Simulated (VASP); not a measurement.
# SnTe (Fm-3m) in VASP: single point with HSE06

Aim: the single point of SnTe with HSE06.

Program: VASP 6.6.1. These are calculated values, not measurements. Logs are shortened: lines on timing, memory, paths and dates and some standing lists are left out, and cuts for length are marked.

### 1 The cell of the first run

It takes space group Fm-3m (No. 225, cubic). The conventional cell has a = 6.379 Å, b = 6.379 Å, c = 6.379 Å, α = 90.00°, β = 90.00°, γ = 90.00°. Within 4.2 Å of Sn (site symmetry m-3m) lie 6 Te at 3.19 Å. Within 4.2 Å of Te (site symmetry m-3m) lie 6 Sn at 3.19 Å.

### 2 Single point, HSE06

File POSCAR:

```
SnTe
1.0
    0.0000000000      3.1893303446      3.1893303446
    3.1893303446      0.0000000000      3.1893303446
    3.1893303446      3.1893303446      0.0000000000
Sn Te
1 1
Direct
    0.0000000000      0.0000000000      0.0000000000
    0.5000000000      0.5000000000      0.5000000000
```

File INCAR.step1:

```
SYSTEM = SnTe
  ALGO = Normal
  EDIFF = 1E-5
  ENCUT = 520
  GGA = PE
  ISIF = 2
  ISMEAR = -1
  LASPH = .TRUE.
  LCHARG = .FALSE.
  LREAL = .FALSE.
  LWAVE = .TRUE.
  NBANDS = 17
  NELM = 60
  PREC = Accurate
  SIGMA = 0.02
```

File INCAR.step2:

```
SYSTEM = SnTe
  ALGO = Normal
  EDIFF = 1E-6
  ENCUT = 520
  GGA = PE
  HFSCREEN = 0.2079
  ISIF = 2
  ISMEAR = -1
  ISTART = 1
  LASPH = .TRUE.
  LCHARG = .FALSE.
  LHFCALC = .TRUE.
  LREAL = .FALSE.
  LWAVE = .FALSE.
  NBANDS = 17
  NELM = 60
  PREC = Accurate
  PRECFOCK = Normal
  SIGMA = 0.02
```

File KPOINTS:

```
k-points
0
G
  6 6 6
  0 0 0
```

Potentials or basis: VASP PAW PBE potentials, release 64 (Sn_d, Te).

Command:

```
> cat potpaw_PBE.64/Sn_d/POTCAR potpaw_PBE.64/Te/POTCAR > POTCAR
> cp INCAR.step1 INCAR
> mpirun -np 1 vasp_std > vasp.out
> cp INCAR.step2 INCAR
> mpirun -np 1 vasp_std > vasp.out
```

OUTCAR:

```text
SYSTEM = SnTe
   EDIFF = 1E-6
   ENCUT = 520
   GGA = PE
   HFSCREEN = 0.2079
   ISIF = 2
   ISMEAR = -1
   ISTART = 1
   LASPH = .TRUE.
   LHFCALC = .TRUE.
   LREAL = .FALSE.
   NELM = 60
   PREC = Accurate
   PRECFOCK = Normal

 ion  position               nearest neighbor table
   1  0.000  0.000  0.000-   2 3.19   2 3.19   2 3.19   2 3.19   2 3.19   2 3.19
   2  0.500  0.500  0.500-   1 3.19   1 3.19   1 3.19   1 3.19   1 3.19   1 3.19

  LATTYP: Found a face centered cubic cell.
 ALAT       =     6.3786606892

  Lattice vectors:

 A1 = (   0.0000000000,   3.1893303446,   3.1893303446)
 A2 = (   3.1893303446,   0.0000000000,   3.1893303446)
 A3 = (   3.1893303446,   3.1893303446,   0.0000000000)

Analysis of symmetry for initial positions (statically):
=====================================================================
 Subroutine PRICEL returns:
 Original cell was already a primitive cell.

 Routine SETGRP: Setting up the symmetry group for a
 face centered cubic supercell.

 Subroutine GETGRP returns: Found 48 space group operations
 (whereof 48 operations were pure point group operations)
 out of a pool of 48 trial point group operations.

The static configuration has the point symmetry O_h .

Analysis of symmetry for dynamics (positions and initial velocities):
=====================================================================
 Subroutine PRICEL returns:
 Original cell was already a primitive cell.

 Routine SETGRP: Setting up the symmetry group for a
 face centered cubic supercell.

 Subroutine GETGRP returns: Found 48 space group operations
 (whereof 48 operations were pure point group operations)
 out of a pool of 48 trial point group operations.

The dynamic configuration has the point symmetry O_h .

 Subroutine INISYM returns: Found 48 space group operations
 (whereof 48 operations are pure point group operations),
 and found     1 'primitive' translations

----------------------------------------------------------------------------------------

                                     Primitive cell

  volume of cell :      64.8826

  direct lattice vectors                    reciprocal lattice vectors
     0.000000000  3.189330345  3.189330345    -0.156772722  0.156772722  0.156772722
     3.189330345  0.000000000  3.189330345     0.156772722 -0.156772722  0.156772722
     3.189330345  3.189330345  0.000000000     0.156772722  0.156772722 -0.156772722

  length of vectors
     4.510394228  4.510394228  4.510394228     0.271538320  0.271538320  0.271538320

  position of ions in fractional coordinates (direct lattice)
     0.000000000  0.000000000  0.000000000
     0.500000000  0.500000000  0.500000000

  ion indices of the primitive-cell ions
   primitive index   ion index
                 1           1
                 2           2

----------------------------------------------------------------------------------------

 KPOINTS: k-points

Automatic generation of k-mesh.
 Grid dimensions read from file:
 generate k-points for:    6    6    6

 Generating k-lattice:

  Cartesian coordinates                     Fractional coordinates (reciprocal lattice)
    -0.026128787  0.026128787  0.026128787     0.166666667  0.000000000  0.000000000
     0.026128787 -0.026128787  0.026128787     0.000000000  0.166666667  0.000000000
     0.026128787  0.026128787 -0.026128787     0.000000000  0.000000000  0.166666667

  Length of vectors
     0.045256387  0.045256387  0.045256387

  Shift w.r.t. Gamma in fractional coordinates (k-lattice)
     0.000000000  0.000000000  0.000000000

 Subroutine IBZKPT returns following result:
 ===========================================

 Found     16 irreducible k-points:

 Following reciprocal coordinates:
            Coordinates               Weight
  0.000000  0.000000  0.000000      1.000000
  0.166667  0.000000  0.000000      8.000000
  0.333333  0.000000  0.000000      8.000000
  0.500000  0.000000  0.000000      4.000000
  0.166667  0.166667  0.000000      6.000000
  0.333333  0.166667  0.000000     24.000000
[... 8 lines left out ...]
 -0.333333  0.333333  0.166667     24.000000
 -0.333333  0.500000  0.166667     12.000000
   k-points           NKPTS =     16   k-points in BZ     NKDIM =    216   number of bands    NBANDS=     17
   number of dos      NEDOS =    301   number of ions     NIONS =      2
   total plane-waves  NPLWV =  46656
   dimension x,y,z NGX =    36 NGY =   36 NGZ =   36
   dimension x,y,z NGXF=    72 NGYF=   72 NGZF=   72
   ions per type =               1   1
   NGX,Y,Z   is equivalent  to a cutoff of  13.27, 13.27, 13.27 a.u.
   NGXF,Y,Z  is equivalent  to a cutoff of  26.54, 26.54, 26.54 a.u.
 SYSTEM =  SnTe
   PREC   = accura    normal or accurate (medium, high low for compatibility)
   ISTART =      1    job   : 0-new  1-cont  2-samecut
   ICHARG =      0    charge: 1-file 2-atom 10-const
   ISPIN  =      1    spin polarized calculation?
   LNONCOLLINEAR =      F non collinear calculations
   LSORBIT =      F    spin-orbit coupling
   LASPH  =      T    aspherical Exc in radial PAW
   ENCUT  =  520.0 eV  38.22 Ry    6.18 a.u.   8.39  8.39  8.39*2*pi/ulx,y,z
   NELM   =     60;   NELMIN=  2; NELMDL=  0     # of ELM steps
   EDIFF  = 0.1E-05   stopping-criterion for ELM
   LREAL  =      F    real-space projection
   EDIFFG = 0.1E-04   stopping-criterion for IOM
   NSW    =      0    number of steps for IOM
   IBRION =     -1    ionic relax: 0-MD 1-quasi-New 2-CG
   NFREE  =      0    steps in history (QN), initial steepest desc. (CG)
   ISIF   =      2    stress and relaxation
   ISYM   =      3    0-nonsym 1-usesym 2-fastsym
   POTIM  = 0.5000    time-step for ionic-motion
   TEBEG  =    0.0;   TEEND  =   0.0 temperature during run
   PSTRESS=    0.0 pullay stress
   NELECT =      20.0000    total number of electrons
   NUPDOWN=      -1.0000    fix difference up-down
   EMIN   =  10.00;   EMAX   =-10.00  energy-range for DOS
   EFERMI =   0.00;   METHOD = LEGACY
   ISMEAR =    -1;   SIGMA  =   0.02  broadening in eV -4-tet -1-fermi 0-gaus
   EFERMI_NEDOS =   21; number of points for ismear=-14 and -15
   IALGO  =     38    algorithm
   IMIX   =      1    mixing-type and parameters
     AMIX     =   0.40;   BMIX     =  1.00
     AMIX_MAG =   1.60;   BMIX_MAG =  1.00
  volume/ion in A,a.u.               =      32.44       218.92
  Fermi-wavevector in a.u.,A,eV,Ry     =   1.105882  2.089813 16.639575  1.222974
  Thomas-Fermi vector in A             =   2.242375
   LORBIT       =      0    0 simple, 1 ext, 2 COOP (PROOUT), +10 PAW based schemes
   GGA     = PE    functional components
   LHFCALC =     T    Hartree Fock is set to
   PRECFOCK=normal    Normal, Fast or Accurate (Low or Medium for compatibility)
   ENCUT4O =  -1.0   cutoff for four orbital integrals eV
   NKREDX  =     1    reduce k-point grid by
   NKREDY  =     1    reduce k-point grid by
   NKREDZ  =     1    reduce k-point grid by
   AEXX    =    0.2500 exact exchange contribution
   HFSCREEN=    0.2079 screening length (either q_TF or 0.3 A-1)
   HFSCREENC=   0.2079 screening length for correlation (either q_TF or 0.3 A-1)
   ENCUTFOCK=  -1.0 apply spherical cutoff to Coloumb kernel
   IVDW    =     0    specifies the selected vdW correction
   LEPSILON=     F    determine dielectric tensor
   LRPA    =     F    only Hartree local field effects (RPA)
 non-spin polarized calculation
  energy-cutoff  :      520.00
  volume of cell :       64.88
 maximum number of plane-waves:      1807
 NGX is ok and might be reduce to    36
  NGX = 28; NGY = 28; NGZ = 28

 number of electron      20.0000002 magnetization

 Free energy of the ion-electron system (eV)
  ---------------------------------------------------
  ext. energy  EPLUGINS =         0.00000000
  ---------------------------------------------------
  free energy    TOTEN  =        -9.03007749 eV

  energy without entropy =       -9.03002216  energy(sigma->0) =       -9.03004983

 E-fermi :   6.5130     XC(G=0):  -7.7913

 val. band max:        6.4112009850   @ k =   0.5000   0.0000   0.0000
 cond. band min:       6.6147297136   @ k =   0.5000   0.0000   0.0000
 fundamental gap:      0.2035287286
 Fermi energy:         6.5129653451

 k-point     1 :       0.0000    0.0000    0.0000
  band No.  band energies     occupation
      1     -17.8939      2.00000
      2     -17.8939      2.00000
      3     -17.8843      2.00000
      4     -17.8843      2.00000
      5     -17.8843      2.00000
      6      -7.5630      2.00000
[... 9 lines left out ...]
     16      11.6272      0.00000
     17      13.7342      0.00000

 k-point     2 :       0.1667    0.0000    0.0000
  band No.  band energies     occupation
      1     -17.8950      2.00000
      2     -17.8950      2.00000
      3     -17.8839      2.00000
      4     -17.8830      2.00000
      5     -17.8830      2.00000
      6      -7.3174      2.00000
[... 9 lines left out ...]
     16      12.2102      0.00000
     17      15.3864      0.00000

 k-point     3 :       0.3333    0.0000    0.0000
  band No.  band energies     occupation
      1     -17.8977      2.00000
      2     -17.8977      2.00000
      3     -17.8833      2.00000
      4     -17.8801      2.00000
      5     -17.8801      2.00000
      6      -6.6795      2.00000
[... 9 lines left out ...]
     16      13.7924      0.00000
     17      17.6424      0.00000

 k-point     4 :       0.5000    0.0000    0.0000
  band No.  band energies     occupation
      1     -17.8991      2.00000
      2     -17.8991      2.00000
      3     -17.8830      2.00000
      4     -17.8785      2.00000
      5     -17.8785      2.00000
      6      -6.2080      2.00000
[... 9 lines left out ...]
     16      15.8770      0.00000
     17      15.8770      0.00000
[... 183 lines left out ...]
      1     -17.9031      2.00000
      2     -17.8944      2.00000
      3     -17.8840      2.00000
      4     -17.8789      2.00000
      5     -17.8776      2.00000
      6      -6.2338      2.00000
[... 9 lines left out ...]
     16      15.3810      0.00000
     17      15.9803      0.00000

 k-point    15 :      -0.3333    0.3333    0.1667
  band No.  band energies     occupation
      1     -17.9033      2.00000
      2     -17.8957      2.00000
      3     -17.8816      2.00000
      4     -17.8808      2.00000
      5     -17.8763      2.00000
      6      -5.9143      2.00000
[... 9 lines left out ...]
     16      16.9242      0.00000
     17      17.0215      0.00000

 k-point    16 :      -0.3333    0.5000    0.1667
  band No.  band energies     occupation
      1     -17.9063      2.00000
      2     -17.8931      2.00000
      3     -17.8845      2.00000
      4     -17.8783      2.00000
      5     -17.8751      2.00000
      6      -5.8280      2.00000
[... 9 lines left out ...]
     16      16.9879      0.00000
     17      18.2963      0.00000

------------------------ aborting loop because EDIFF is reached ----------------------------------------

  FORCE on cell =-STRESS in cart. coord.  units (eV):
  Direction    XX          YY          ZZ          XY          YZ          ZX
  --------------------------------------------------------------------------------------
  -------------------------------------------------------------------------------------
  Total       -0.2075289     -0.2075289     -0.2075289     -0.0000000      0.0000000      0.0000000
  in kB       -5.1246071     -5.1246071     -5.1246071     -0.0000000      0.0000000      0.0000000
  external PRESSURE =      -5.1246071 kB  Pullay stress =       0.0000000 kB

 VOLUME and BASIS-vectors are now :
 -----------------------------------------------------------------------------
  energy-cutoff  :      520.00
  volume of cell :       64.88
      direct lattice vectors                 reciprocal lattice vectors
     0.000000000  3.189330345  3.189330345    -0.156772722  0.156772722  0.156772722
     3.189330345  0.000000000  3.189330345     0.156772722 -0.156772722  0.156772722
     3.189330345  3.189330345  0.000000000     0.156772722  0.156772722 -0.156772722

 POSITION                                       TOTAL-FORCE (eV/Angst)
 -----------------------------------------------------------------------------------
      0.00000      0.00000      0.00000        -0.000000     -0.000000     -0.000000
      3.18933      3.18933      3.18933         0.000000      0.000000      0.000000
 -----------------------------------------------------------------------------------
    total drift:                               -0.000001     -0.000001     -0.000001

  FREE ENERGIE OF THE ION-ELECTRON SYSTEM (eV)
  ---------------------------------------------------
  free  energy   TOTEN  =        -9.0300774903 eV

  energy  without entropy=       -9.0300221616  energy(sigma->0) =       -9.03004983
```

Wall time 1.8 h (1 thread of Oxide Virtual Turin-like, shared host); peak memory 0.31 GiB.

What came out:

| Item | Value |
| --- | --- |
| Free energy | -9.0301 eV |
| Pressure | -0.5 GPa |
| Band gap on the k mesh | 0.20 eV |

Levels at points of the mesh, in eV from the valence-band top:
| k point | band 7 | band 8 | band 9 | band 10 | band 11 | band 12 | band 13 | band 14 |
| --- | --- | --- | --- | --- | --- | --- | --- | --- |
| (0.00, 0.00, 0.00) | -5.24 | -2.44 | -2.44 | -2.44 | 3.80 | 3.80 | 3.80 | 5.22 |
| (0.50, 0.00, 0.00) | -9.15 | -2.10 | -2.10 | 0.00 | 0.20 | 0.60 | 0.60 | 8.31 |
| (0.50, 0.50, 0.00) | -7.13 | -6.09 | -4.13 | -4.13 | 2.56 | 5.41 | 5.41 | 6.89 |

Caveat: the PAW data sets were made with another functional, which shifts forces and pressure a little; spin-orbit coupling is left out, which moves the levels of the heavy elements. A k mesh can miss the band edges.
